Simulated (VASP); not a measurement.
Crystal: AlN.

```
Al N
1.0
     3.15040    0.00000    0.00000
    -1.57520    2.72833    0.00000
     0.00000    0.00000    4.35040
Al N
2 2
Direct
  0.33333 0.66667 0.00152
  0.66667 0.33333 0.50152
  0.33333 0.66667 0.38348
  0.66667 0.33333 0.88348
```

- Program: VASP 6.6.1
- Task: relaxation of the atoms
- Functional: LDA
- Potentials or basis: VASP PAW LDA potentials, release 64 (Al, N)
- Cutoff: 520 eV
- k mesh: 9 × 9 × 6
- Occupations: gaussian, width 0.05 eV
- Spin: no spin polarisation

At the start: pressure 28.9 GPa; volume 9.35 Å³/atom.

Problem. Where does the relaxation end?

Solution. Over 5 steps the energy falls by 190.1 meV/atom; space group P6_3mc (No. 186, to 0.1 Å) before and after.

Step by step:
| step | energy change (eV) | largest force (eV/Å) | pressure (GPa) |
| --- | --- | --- | --- |
| 1 | 0.0000 | 4.4593 | 28.85 |
| 2 | -0.6351 | 0.2715 | 11.68 |
| 3 | -0.7602 | 0.0341 | 14.72 |
| 4 | -0.7580 | 0.1241 | 14.07 |
| 5 | -0.7604 | 0.0029 | 14.55 |

Final structure:
```
Al N
1.0
     3.15040    0.00000    0.00000
    -1.57520    2.72833    0.00000
     0.00000    0.00000    4.35040
Al N
2 2
Cartesian
  0.0000 1.8189 4.2441
  1.5752 0.9094 2.0689
  0.0000 1.8189 1.7812
  1.5752 0.9094 3.9564
```
